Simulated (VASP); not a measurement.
# Sb: single point with PBE

Crystal: Sb.

```
CELL_PARAMETERS angstrom
-1.73642 1.73642 1.73642
1.73642 -1.73642 1.73642
1.73642 1.73642 -1.73642
ATOMIC_POSITIONS crystal
Sb 0.00000 0.00000 0.00000
```

```json
{"Program": "VASP 6.6.1", "Task": "single point", "Functional": "PBE", "Potentials or basis": "VASP PAW PBE potentials, release 64 (Sb)", "Cutoff": "500 eV", "k mesh": "12 × 12 × 12", "Occupations": "fermi-dirac, width 0.05 eV", "Spin": "no spin polarisation"}
```

The pressure is 29.4 GPa.

Levels at points of the mesh, in eV from the Fermi level:
```csv
k point,band 1,band 2,band 3,band 4,band 5,band 6
"(0.00, 0.00, 0.00)",-15.16,7.72,7.72,7.72,11.53,11.53
"(0.50, 0.00, 0.00)",-9.41,-7.40,2.26,4.44,7.22,7.40
"(0.50, 0.50, 0.50)",-4.24,-2.69,-2.69,-2.69,2.35,2.35
```

Wall time 3.9 s on 1 thread of Intel(R) Xeon(R) 6975P-C (Granite Rapids) (shared host), peak memory 0.14 GiB.

Caveat: spin-orbit coupling is left out, which moves the levels of the heavy elements.
